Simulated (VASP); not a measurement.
Input of a VASP 6.6.1 run:

INCAR

```
PREC = Accurate
ENCUT = 520
EDIFF = 1E-7
ISMEAR = -1
SIGMA = 0.05
LREAL = False
LASPH = True
NELM = 80
ALGO = Normal
ISIF = 2
LWAVE = False
LCHARG = False
GGA = PE
NBANDS = 11
```

KPOINTS

```
Automatic mesh
0
Gamma
  12 12 12
```

File POSCAR:

```
Pd
1.0
    0.0000000000      1.9705598817      1.9705598817
    1.9705598817      0.0000000000      1.9705598817
    1.9705598817      1.9705598817      0.0000000000
Pd
1
Direct
    0.0000000000      0.0000000000      0.0000000000
```

Potentials or basis: VASP PAW PBE potentials, release 64 (Pd).

Run with:

```console
$ cat potpaw_PBE.64/Pd/POTCAR > POTCAR
$ mpirun -np 1 vasp_std > vasp.out
```

Question: Predict the pressure.

Answer: -0.2 GPa.

Question: Predict the band gap on the k mesh.

Answer: Zero (band 5 reaches 9.43 eV, above the bottom of band 6 at 7.95 eV).
